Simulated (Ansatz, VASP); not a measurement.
**Two plane-wave programs on PdCl4**

```xyz
5
Lattice="4.2335 0.0000 0.0000 0.0000 4.2335 0.0000 0.0000 0.0000 7.1569" Properties=species:S:1:pos:R:3 pbc="T T T"
Pd    0.0000    0.0000    0.0000
Cl    2.1167    0.0000    1.5282
Cl    0.0000    2.1167    5.6287
Cl    2.1167    0.0000    5.6287
Cl    0.0000    2.1167    1.5282
```

Change from the starting cell: ordered vacancies on the cation sites of fluorite (P4/mmm, No. 123).

Alike in both runs: functional PBE; k mesh 10 × 10 × 6; occupations gaussian, width 0.1 eV; no spin polarisation.

Ansatz relaxed the structure, and its values are those at the end. VASP's run is a single point on that final structure, the one shown.

|  | VASP | Ansatz |
| --- | --- | --- |
| version | VASP 6.6.1 | Ansatz 0.2.0 |
| potentials or method | VASP PAW PBE potentials, release 64 (Pd, Cl), cutoff 520 eV | scalar-relativistic, plane waves, PAW |
| valence electrons in the cell | 38 | 46 |

```csv
,VASP,Ansatz,Ansatz less VASP
gap on the k mesh at the Fermi level (eV),none,none,-
pressure (GPa),-0.2,0.0,+0.16
rms of the force components (eV/Å),0.005,0.000,-0.0048
```

A gap of «none» marks a metal or a gap that the smearing closes. VASP's potentials hold 38 valence electrons a cell and Ansatz's 46, so a difference there can come from the potentials and not from the codes.
